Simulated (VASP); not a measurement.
BN:

```xyz
4
Lattice="2.5006 0.0000 0.0000 -1.2503 2.1656 0.0000 0.0000 0.0000 6.5236" Properties=species:S:1:pos:R:3 pbc="T T T"
B     0.0000    1.4437    1.6309
B     1.2503    0.7219    4.8927
N     0.0000    1.4437    4.8927
N     1.2503    0.7219    1.6309
```

Base run:

| Item | Value |
| --- | --- |
| Program | VASP 6.6.1 |
| Functional | r2SCAN |
| Potentials or basis | VASP PAW PBE potentials, release 64 (B, N) |
| Cutoff | 520 eV |
| k mesh | 9 × 9 × 4 |
| Occupations | gaussian, width 0.01 eV |
| Spin | no spin polarisation |

Its results: band gap on the k mesh 5.01 eV, indirect (least direct gap 5.28 eV); pressure 1.0 GPa.

Problem. The run is repeated on the same cell with these changes: functional from r2SCAN to PBE; further incar settings from ALGO = Normal; EDIFF = 1e-06; NBANDS = 16 to ALGO = Normal; EDIFF = 1e-07; NBANDS = 16. What comes out?

Solution. Band gap on the k mesh 4.38 eV, indirect (least direct gap 4.65 eV); pressure 4.7 GPa.

Caveats: the PAW data sets were made with another functional, which shifts forces and pressure a little (some runs); this functional lacks dispersion, which binds the layers, so the pressure and a relaxed spacing across them are unreliable (some runs).

A k mesh can miss the band edges.
